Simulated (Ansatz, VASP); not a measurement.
## Zn: VASP beside Ansatz

Contents of INCAR:

```
ALGO = Fast
EDIFF = 1E-6
EDIFFG = -0.04
ENCUT = 600
GGA = PE
IBRION = 2
ISIF = 3
ISMEAR = 0
LASPH = T
LCHARG = F
LREAL = F
LWAVE = F
NELM = 80
NSW = 90
PREC = Accurate
SIGMA = 0.1
```

The input KPOINTS:

```
k-points
0
Gamma
  6 6 6
```

The input POSCAR:

```
Zn
1.0
    3.7326517900      0.0000000000      0.0000000000
    0.0000000000      3.7326517900      0.0000000000
    0.0000000000      0.0000000000      3.7326517900
Zn
3
Direct
    0.0000000000      0.5000000000      0.5000000000
    0.5000000000      0.0000000000      0.5000000000
    0.5000000000      0.5000000000      0.0000000000
```

Input for Ansatz:

```yaml
crystal:
  lattice:
    - [3.73265179, 0.0, 0.0]
    - [0.0, 3.73265179, 0.0]
    - [0.0, 0.0, 3.73265179]
  atoms:
    - { symbol: Zn, position: [0.0, 0.5, 0.5] }
    - { symbol: Zn, position: [0.5, 0.0, 0.5] }
    - { symbol: Zn, position: [0.5, 0.5, 0.0] }
basis:
  ecutwfc: 420
kpoints:
  mp_grid: { grid: [6, 6, 6] }
hamiltonian:
  xc: pbe
scf:
  occupations: { method: gaussian, width: 0.1 }
  lower_state_search: "off"
output:
  forces: true
  stress: true
  eigenvalues: true
relax:
  adjacent_minimum: "off"
  f_tol: 0.04
  max_steps: 70
  cell: { stress_tol: 0.4 }
```

Alike in both runs: task relaxation of cell and atoms; functional PBE; k mesh 6 × 6 × 6; occupations gaussian, width 0.1 eV; no spin polarisation.

```csv
,VASP,Ansatz
version,VASP 6.6.1,Ansatz 0.2.0
potentials or method,"VASP PAW PBE potentials, release 64 (Zn), cutoff 600 eV","scalar-relativistic, plane waves, PAW"
valence electrons in the cell,36,36
```

|  | VASP | Ansatz | Ansatz less VASP |
| --- | --- | --- | --- |
| gap on the k mesh at the Fermi level, each at its own relaxed structure (eV) | none | none | - |
| relaxed volume (Å³/atom) | 18.29 | 18.10 | -0.186 |
| relaxed cell length with the largest relative difference (Å) | 3.800 | 3.787 | -0.0129 |

A gap of «none» marks a metal or a gap that the smearing closes.

Noted on VASP's run: too few bands were computed for a metal, which touches its energy and stress.
